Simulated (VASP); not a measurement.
# GaAs (F-43m) in VASP: notebook

Runs on GaAs. Level: PBE. Tasks: vibrations by perturbation theory.

Everything below comes from runs of VASP 6.6.1. Logs are shortened: lines on timing, memory, paths and dates and some standing lists are left out, and cuts for length are marked.

### 1 The cell of the first run

The structure is cubic, space group F-43m (No. 216). Conventional cell: a = 5.498 Å, b = 5.498 Å, c = 5.498 Å, α = 90.00°, β = 90.00°, γ = 90.00°. Ga (site symmetry -43m) has 4 As at 2.38 Å within 3.1 Å. As (site symmetry -43m) has 4 Ga at 2.38 Å within 3.1 Å.

### 2 Vibrations by perturbation theory, PBE

INCAR

```
PREC = Accurate ; ENCUT = 500
EDIFF = 1E-8 ; ISMEAR = 0
SIGMA = 0.02 ; LREAL = False
LASPH = True ; NELM = 120
ALGO = Normal ; ISIF = 2
LWAVE = False ; LCHARG = False
GGA = PE ; IBRION = 8
NSW = 1 ; GGA_COMPAT = False
```

KPOINTS

```
Automatic mesh
0
Gamma
  12 12 12
```

POSCAR

```
GaAs
1.0
    0.0000000000      2.7490223173      2.7490223173
    2.7490223173      0.0000000000      2.7490223173
    2.7490223173      2.7490223173      0.0000000000
Ga As
1 1
Direct
    0.0000000000      0.0000000000      0.0000000000
    0.2500000000      0.2500000000      0.2500000000
```

Potentials or basis: VASP PAW PBE potentials, release 64 (Ga_d, As).

On the command line:

```console
$ cat potpaw_PBE.64/Ga_d/POTCAR potpaw_PBE.64/As/POTCAR > POTCAR
$ mpirun -np 1 vasp_std > vasp.out
```

OUTCAR:

```text
PREC = Accurate
   ENCUT = 500
   EDIFF = 1E-8
   ISMEAR = 0
   LREAL = False
   LASPH = True
   NELM = 120
   ISIF = 2
   GGA = PE
   IBRION = 8
   NSW = 1

 ion  position               nearest neighbor table
   1  0.000  0.000  0.000-   2 2.38   2 2.38   2 2.38   2 2.38
   2  0.250  0.250  0.250-   1 2.38   1 2.38   1 2.38   1 2.38

  LATTYP: Found a face centered cubic cell.
 ALAT       =     5.4980446346

  Lattice vectors:

 A1 = (   0.0000000000,   2.7490223173,   2.7490223173)
 A2 = (   2.7490223173,   0.0000000000,   2.7490223173)
 A3 = (   2.7490223173,   2.7490223173,   0.0000000000)

Analysis of symmetry for initial positions (statically):
=====================================================================
 Subroutine PRICEL returns:
 Original cell was already a primitive cell.

 Routine SETGRP: Setting up the symmetry group for a
 face centered cubic supercell.

 Subroutine GETGRP returns: Found 24 space group operations
 (whereof 24 operations were pure point group operations)
 out of a pool of 48 trial point group operations.

The static configuration has the point symmetry T_d .

Analysis of symmetry for dynamics (positions and initial velocities):
=====================================================================
 Subroutine PRICEL returns:
 Original cell was already a primitive cell.

 Routine SETGRP: Setting up the symmetry group for a
 face centered cubic supercell.

 Subroutine GETGRP returns: Found 24 space group operations
 (whereof 24 operations were pure point group operations)
 out of a pool of 48 trial point group operations.

The dynamic configuration has the point symmetry T_d .

 Subroutine INISYM returns: Found 24 space group operations
 (whereof 24 operations are pure point group operations),
 and found     1 'primitive' translations

----------------------------------------------------------------------------------------

                                     Primitive cell

  volume of cell :      41.5494

  direct lattice vectors                    reciprocal lattice vectors
     0.000000000  2.749022317  2.749022317    -0.181882845  0.181882845  0.181882845
     2.749022317  0.000000000  2.749022317     0.181882845 -0.181882845  0.181882845
     2.749022317  2.749022317  0.000000000     0.181882845  0.181882845 -0.181882845

  length of vectors
     3.887704644  3.887704644  3.887704644     0.315030329  0.315030329  0.315030329

  position of ions in fractional coordinates (direct lattice)
     0.000000000  0.000000000  0.000000000
     0.250000000  0.250000000  0.250000000

  ion indices of the primitive-cell ions
   primitive index   ion index
                 1           1
                 2           2

----------------------------------------------------------------------------------------

 KPOINTS: Automatic mesh

Automatic generation of k-mesh.
 Grid dimensions read from file:
 generate k-points for:   12   12   12

 Generating k-lattice:

  Cartesian coordinates                     Fractional coordinates (reciprocal lattice)
    -0.015156904  0.015156904  0.015156904     0.083333333  0.000000000  0.000000000
     0.015156904 -0.015156904  0.015156904     0.000000000  0.083333333  0.000000000
     0.015156904  0.015156904 -0.015156904     0.000000000  0.000000000  0.083333333

  Length of vectors
     0.026252527  0.026252527  0.026252527

  Shift w.r.t. Gamma in fractional coordinates (k-lattice)
     0.000000000  0.000000000  0.000000000

 Subroutine IBZKPT returns following result:
[... 78 lines left out ...]
   LEPSILON=     F    determine dielectric tensor
   LRPA    =     F    only Hartree local field effects (RPA)
 non-spin polarized calculation
 Gauss-broadening in eV      SIGMA  =   0.02
  energy-cutoff  :      500.00
  volume of cell :       41.55
 maximum number of plane-waves:      1067
   NGX = 15   NGY = 15   NGZ = 15

--------------------------------------- Ionic step        1  -------------------------------------------

 number of electron      18.0000012 magnetization

 Free energy of the ion-electron system (eV)
  ---------------------------------------------------
  ext. energy  EPLUGINS =         0.00000000
  ---------------------------------------------------
  free energy    TOTEN  =        -8.09162529 eV

  energy without entropy =       -8.09162529  energy(sigma->0) =       -8.09162529

 E-fermi :   4.9067     XC(G=0):  -9.9707

 val. band max:        4.7565526231   @ k =   0.0000   0.0000   0.0000
 cond. band min:       5.9275573046   @ k =   0.0000   0.0000   0.0000
 fundamental gap:      1.1710046815
 Fermi energy:         4.9066688705

 k-point     1 :       0.0000    0.0000    0.0000
  band No.  band energies     occupation
      1     -10.2260      2.00000
      2     -10.2260      2.00000
      3     -10.2260      2.00000
      4     -10.1238      2.00000
      5     -10.1238      2.00000
      6      -8.6065      2.00000
      7       4.7566      2.00000
      8       4.7566      2.00000
      9       4.7566      2.00000
     10       5.9276      0.00000
     11       8.4976      0.00000
     12       8.4976      0.00000
     13       8.4976      0.00000
[... 354 lines left out ...]
  band No.  band energies     occupation
      1     -10.3426      2.00000
      2     -10.1956      2.00000
      3     -10.1908      2.00000
      4     -10.1252      2.00000
      5     -10.1203      2.00000
      6      -6.3535      2.00000
      7      -2.1667      2.00000
      8       1.6567      2.00000
      9       3.1036      2.00000
     10       7.2934      0.00000
     11       9.4057      0.00000
     12      10.4069      0.00000
     13      13.1197      0.00000

 [... further k-points ...]
[... 5 lines left out ...]
  --------------------------------------------------------------------------------------
  -------------------------------------------------------------------------------------
  Total        2.9002067      2.9002067      2.9002067      0.0000000      0.0000000      0.0000000
  in kB      111.8342265    111.8342265    111.8342265      0.0000000      0.0000000      0.0000000
  external PRESSURE =     111.8342265 kB  Pullay stress =       0.0000000 kB

 VOLUME and BASIS-vectors are now :
 -----------------------------------------------------------------------------
  energy-cutoff  :      500.00
  volume of cell :       41.55
      direct lattice vectors                 reciprocal lattice vectors
     0.000000000  2.749022317  2.749022317    -0.181882845  0.181882845  0.181882845
     2.749022317  0.000000000  2.749022317     0.181882845 -0.181882845  0.181882845
     2.749022317  2.749022317  0.000000000     0.181882845  0.181882845 -0.181882845

 POSITION                                       TOTAL-FORCE (eV/Angst)
 -----------------------------------------------------------------------------------
      0.00000      0.00000      0.00000        -0.000000     -0.000000     -0.000000
      1.37451      1.37451      1.37451         0.000000      0.000000      0.000000
 -----------------------------------------------------------------------------------
    total drift:                                0.000001      0.000001      0.000001

  FREE ENERGIE OF THE ION-ELECTRON SYSTEM (eV)
  ---------------------------------------------------
  free  energy   TOTEN  =        -8.0916252909 eV

  energy  without entropy=       -8.0916252909  energy(sigma->0) =       -8.09162529

[... ionic steps 2 to 3 ...]

--------------------------------------- Ionic step        4  -------------------------------------------

------------------------ aborting loop because EDIFF is reached ----------------------------------------

[... ionic steps 5 to 6 ...]

--------------------------------------- Ionic step        7  -------------------------------------------

 Free energy of the ion-electron system (eV)
  ---------------------------------------------------
  ---------------------------------------------------
  free energy    TOTEN  =        -0.04381387 eV

  energy without entropy =       -0.04381387

------------------------ aborting loop because EDIFF is reached ----------------------------------------

 INTERNAL STRAIN TENSOR  FOR ION    2  DIRECTION 1   (eV/Angst):
 -----------------------------------------------------------------------------
     0.00763  0.00000  0.00000
     0.00000 -0.00301-11.18819
     0.00000-11.18819 -0.00301

 INTERNAL STRAIN TENSOR FOR ION    2 for displacements in x,y,z  (eV/Angst):
          X           Y           Z          XY          YZ          ZX
  --------------------------------------------------------------------------------
  x     0.00000     0.00000     0.00000     0.00000   -11.18819     0.00000
  y     0.00000     0.00000     0.00000     0.00000     0.00000   -11.18819
  z     0.00000     0.00000     0.00000   -11.18819     0.00000     0.00000

 SECOND DERIVATIVES (NOT SYMMETRIZED)
 ------------------------------------
               1X          1Y          1Z          2X          2Y          2Z
  1X   -11.643204    0.000000    0.000000   11.643204    0.000000    0.000000
  1Y     0.000000  -11.643204    0.000000    0.000000   11.643204    0.000000
  1Z     0.000000    0.000000  -11.643204    0.000000    0.000000   11.643204
  2X    11.639459    0.000000    0.000000  -11.639459    0.000000    0.000000
  2Y     0.000000   11.639459    0.000000    0.000000  -11.639459    0.000000
  2Z     0.000000    0.000000   11.639459    0.000000    0.000000  -11.639459

 Eigenvectors and eigenvalues of the dynamical matrix
 ----------------------------------------------------

   1 f  =    8.875898 THz    55.768913 2PiTHz  296.068092 cm-1    36.707749 meV
             X         Y         Z           dx          dy          dz
      0.000000  0.000000  0.000000     0.000000    0.000000   -0.719758
      1.374511  1.374511  1.374511     0.000000    0.000000    0.694225
[... 21 lines left out ...]
   6 f/i=    0.000713 THz     0.004482 2PiTHz    0.023795 cm-1     0.002950 meV
             X         Y         Z           dx          dy          dz
      0.000000  0.000000  0.000000    -0.336014   -0.251239   -0.553102
      1.374511  1.374511  1.374511    -0.348373   -0.260480   -0.573445

--------------------------------------------------------------------------------------------------------

 ELASTIC MODULI CONTR FROM IONIC RELAXATION (kBar)
 Direction    XX          YY          ZZ          XY          YZ          ZX
 --------------------------------------------------------------------------------
 XX           0.0000      0.0000      0.0000      0.0000      0.0000      0.0000
 YY           0.0000      0.0000      0.0000      0.0000      0.0000      0.0000
 ZZ           0.0000      0.0000      0.0000      0.0000      0.0000      0.0000
 XY           0.0000      0.0000      0.0000   -411.5330      0.0000     -0.0000
 YZ           0.0000      0.0000      0.0000      0.0000   -411.5330      0.0000
 ZX           0.0000      0.0000      0.0000     -0.0000      0.0000   -411.5330
 --------------------------------------------------------------------------------
```

Wall time 15 min (1 thread of Intel Xeon 8259CL, shared host); peak memory 0.43 GiB.

What came out:

| Quantity | Value |
| --- | --- |
| Highest phonon frequency at Γ, LO-TO splitting left out | 296 cm⁻¹ |

Phonon frequencies in cm⁻¹ (negative: imaginary):
```
              q point        frequencies
(0.000, 0.000, 0.000)  0 0 0 296 296 296
```

Caveat: the cell stands under pressure or tension, which shifts response properties.

### 3 Vibrations by perturbation theory, PBE

This run uses another cell than the first one, of 21.68 Å³/atom.

INCAR

```
PREC     = Accurate       # precision mode
ENCUT    = 500            # plane-wave cutoff, eV
EDIFF    = 1E-8           # SCF threshold, eV
ISMEAR   = 0              # smearing method
SIGMA    = 0.02           # smearing width, eV
LREAL    = False          # projectors in reciprocal space
LASPH    = True           # aspherical terms in the spheres
NELM     = 120            # most SCF steps
ALGO     = Normal         # electronic algorithm
ISIF     = 2              # what is computed and relaxed
LWAVE    = False          # write WAVECAR
LCHARG   = False          # write CHGCAR
GGA      = PE             # functional
IBRION   = 8              # ionic algorithm
NSW      = 1              # ionic steps
GGA_COMPAT= False
```

KPOINTS

```
regular mesh
0
Gamma
  12 12 12
```

POSCAR

```
GaAs
1.0
    0.0000000000      2.7882993712      2.7882993712
    2.7882993712      0.0000000000      2.7882993712
    2.7882993712      2.7882993712      0.0000000000
Ga As
1 1
Direct
    0.0000000000      0.0000000000      0.0000000000
    0.2500000000      0.2500000000      0.2500000000
```

Potentials or basis: VASP PAW PBE potentials, release 64 (Ga_d, As).

On the command line:

```console
$ cat potpaw_PBE.64/Ga_d/POTCAR potpaw_PBE.64/As/POTCAR > POTCAR
$ mpirun -np 1 vasp_std > vasp.out
```

OUTCAR:

```text
PREC = Accurate
   ENCUT = 500
   EDIFF = 1E-8
   ISMEAR = 0
   LREAL = False
   LASPH = True
   NELM = 120
   ISIF = 2
   GGA = PE
   IBRION = 8
   NSW = 1

 ion  position               nearest neighbor table
   1  0.000  0.000  0.000-   2 2.41   2 2.41   2 2.41   2 2.41
   2  0.250  0.250  0.250-   1 2.41   1 2.41   1 2.41   1 2.41

  LATTYP: Found a face centered cubic cell.
 ALAT       =     5.5765987424

  Lattice vectors:

 A1 = (   0.0000000000,   2.7882993712,   2.7882993712)
 A2 = (   2.7882993712,   0.0000000000,   2.7882993712)
 A3 = (   2.7882993712,   2.7882993712,   0.0000000000)

Analysis of symmetry for initial positions (statically):
=====================================================================
 Subroutine PRICEL returns:
 Original cell was already a primitive cell.

 Routine SETGRP: Setting up the symmetry group for a
 face centered cubic supercell.

 Subroutine GETGRP returns: Found 24 space group operations
 (whereof 24 operations were pure point group operations)
 out of a pool of 48 trial point group operations.

The static configuration has the point symmetry T_d .

Analysis of symmetry for dynamics (positions and initial velocities):
=====================================================================
 Subroutine PRICEL returns:
 Original cell was already a primitive cell.

 Routine SETGRP: Setting up the symmetry group for a
 face centered cubic supercell.

 Subroutine GETGRP returns: Found 24 space group operations
 (whereof 24 operations were pure point group operations)
[... 569 lines left out ...]
 -----------------------------------------------------------------------------------
    total drift:                               -0.000000     -0.000000     -0.000000

  FREE ENERGIE OF THE ION-ELECTRON SYSTEM (eV)
  ---------------------------------------------------
  free  energy   TOTEN  =        -8.1930303592 eV

  energy  without entropy=       -8.1930303592  energy(sigma->0) =       -8.19303036

[... ionic steps 2 to 3 ...]

--------------------------------------- Ionic step        4  -------------------------------------------

------------------------ aborting loop because EDIFF is reached ----------------------------------------

[... ionic steps 5 to 6 ...]

--------------------------------------- Ionic step        7  -------------------------------------------

 Free energy of the ion-electron system (eV)
  ---------------------------------------------------
  ---------------------------------------------------
  free energy    TOTEN  =        -0.04380929 eV

  energy without entropy =       -0.04380929

------------------------ aborting loop because EDIFF is reached ----------------------------------------

 INTERNAL STRAIN TENSOR  FOR ION    2  DIRECTION 1   (eV/Angst):
 -----------------------------------------------------------------------------
     0.00758  0.00000  0.00000
     0.00000 -0.00248 -9.32696
     0.00000 -9.32696 -0.00248

 INTERNAL STRAIN TENSOR FOR ION    2 for displacements in x,y,z  (eV/Angst):
          X           Y           Z          XY          YZ          ZX
  --------------------------------------------------------------------------------
  x     0.00000    -0.00000    -0.00000     0.00000    -9.32696     0.00000
  y     0.00000     0.00000     0.00000     0.00000     0.00000    -9.32696
  z    -0.00000    -0.00000     0.00000    -9.32696     0.00000     0.00000

 SECOND DERIVATIVES (NOT SYMMETRIZED)
 ------------------------------------
               1X          1Y          1Z          2X          2Y          2Z
  1X   -10.556760    0.000000    0.000000   10.556760    0.000000    0.000000
  1Y     0.000000  -10.556760    0.000000    0.000000   10.556760    0.000000
  1Z     0.000000    0.000000  -10.556760    0.000000    0.000000   10.556760
  2X    10.533560    0.000000    0.000000  -10.533560    0.000000    0.000000
  2Y     0.000000   10.533560    0.000000    0.000000  -10.533560    0.000000
  2Z     0.000000    0.000000   10.533560    0.000000    0.000000  -10.533560

 Eigenvectors and eigenvalues of the dynamical matrix
 ----------------------------------------------------

   1 f  =    8.447826 THz    53.079257 2PiTHz  281.789146 cm-1    34.937386 meV
             X         Y         Z           dx          dy          dz
      0.000000  0.000000  0.000000     0.000000    0.720084    0.000000
      1.394150  1.394150  1.394150     0.000000   -0.693887    0.000000
[... 21 lines left out ...]
   6 f/i=    0.004643 THz     0.029174 2PiTHz    0.154879 cm-1     0.019203 meV
             X         Y         Z           dx          dy          dz
      0.000000  0.000000  0.000000     0.000000    0.000000   -0.693887
      1.394150  1.394150  1.394150     0.000000    0.000000   -0.720084

--------------------------------------------------------------------------------------------------------

 ELASTIC MODULI CONTR FROM IONIC RELAXATION (kBar)
 Direction    XX          YY          ZZ          XY          YZ          ZX
 --------------------------------------------------------------------------------
 XX          -0.0000      0.0000      0.0000     -0.0000      0.0000     -0.0000
 YY           0.0000     -0.0000      0.0000     -0.0000     -0.0000     -0.0000
 ZZ           0.0000      0.0000     -0.0000      0.0000     -0.0000     -0.0000
 XY          -0.0000     -0.0000      0.0000   -302.2960      0.0000     -0.0000
 YZ           0.0000     -0.0000     -0.0000      0.0000   -302.2960      0.0000
 ZX          -0.0000     -0.0000     -0.0000     -0.0000      0.0000   -302.2960
 --------------------------------------------------------------------------------
```

stdout:

```text
POSCAR found type information on POSCAR GaAs
 POSCAR found :  2 types and       2 ions
 scaLAPACK will be used
 LDA part: xc-table for (Slater+PW92), standard interpolation
 POSCAR, INCAR and KPOINTS ok, starting setup
 FFT: planning ... GRIDC
 FFT: planning ... GRID_SOFT
 FFT: planning ... GRID
 WAVECAR not read
 entering main loop
 Linear response reoptimize wavefunctions to high precision
 Linear response DOF=           2
 Linear response progress:
 first order change of Fermi-energy   0.81834E-04
 force on displaced ion       1 direction 1 : -10.557  -0.000  -0.000
 Linear response progress:
 first order change of Fermi-energy   0.32754E-04
 force on displaced ion       2 direction 1 : -10.534   0.000   0.000
 Linear response finished
```

Wall time 20 min (1 thread of Intel Xeon 8259CL, shared host); peak memory 0.46 GiB.

What came out:

* Highest phonon frequency at Γ, LO-TO splitting left out: 282 cm⁻¹

Phonon frequencies in cm⁻¹ (negative: imaginary):
```
              q point        frequencies
(0.000, 0.000, 0.000)  0 0 0 282 282 282
```

Caveat: the cell stands under pressure or tension, which shifts response properties.

(Continued in part 2 of 2.)
